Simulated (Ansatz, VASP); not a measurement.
**One calculation of GaP, two programs**

```
Ga P
1.0
     0.00000    2.49704    3.24615
     2.49704    0.00000    3.24615
     2.49704    2.49704    0.00000
Ga P
1 1
Direct
  0.00000 0.00000 0.00000
  0.75000 0.75000 0.75000
```

Alike in both runs: task single point; functional PBEsol; k mesh 10 × 10 × 10; occupations gaussian, width 0.05 eV; no spin polarisation.

```csv
,VASP,Ansatz
version,VASP 6.6.1,Ansatz 0.2.0
potentials or method,"VASP PAW PBE potentials, release 64 (Ga_d, P), cutoff 520 eV","scalar-relativistic, plane waves, PAW"
valence electrons in the cell,18,18
```

|  | VASP | Ansatz | Ansatz less VASP |
| --- | --- | --- | --- |
| gap on the k mesh at the Fermi level (eV) | none | none | - |
| pressure (GPa) | -1.2 | -1.2 | +0.03 |
| traceless stress, the component that is largest in VASP (GPa) | -17.56 | -17.54 | +0.024 |

VASP's potentials were made for PBE, not for PBEsol. A gap of «none» marks a metal or a gap that the smearing closes.
